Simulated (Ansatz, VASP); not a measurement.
# SnO: VASP beside Ansatz

```
CELL_PARAMETERS angstrom
3.79259 0.00000 0.00000
0.00000 3.79259 0.00000
0.00000 0.00000 4.56805
ATOMIC_POSITIONS crystal
Sn 0.00000 0.50000 0.24930
Sn 0.50000 0.00000 0.75070
O 0.50000 0.50000 0.00000
O 0.00000 0.00000 0.00000
```

Change from the starting cell: uniaxial_z strain -4.0%.

Alike in both runs: task single point; functional r2SCAN; k mesh 6 × 6 × 6; occupations fermi-dirac, width 0.02 eV; no spin polarisation.

|  | VASP | Ansatz |
| --- | --- | --- |
| version | VASP 6.6.1 | Ansatz 0.2.0 |
| potentials or method | VASP PAW PBE potentials, release 64 (Sn_d, O_h) | plane waves, PAW |
| plane-wave cutoff (eV) | 910 | 500 |
| valence electrons in the cell | 40 | 40 |

|  | VASP | Ansatz | Ansatz less VASP |
| --- | --- | --- | --- |
| rms of the force components (eV/Å) | 0.046 | 0.008 | -0.0382 |

VASP's potentials were made for PBE, not for r2SCAN. Atom by atom the forces differ by 0.054 eV/Å (rms over components).

Noted on VASP's run: the cutoff is short for stress, so the pressure is rough.
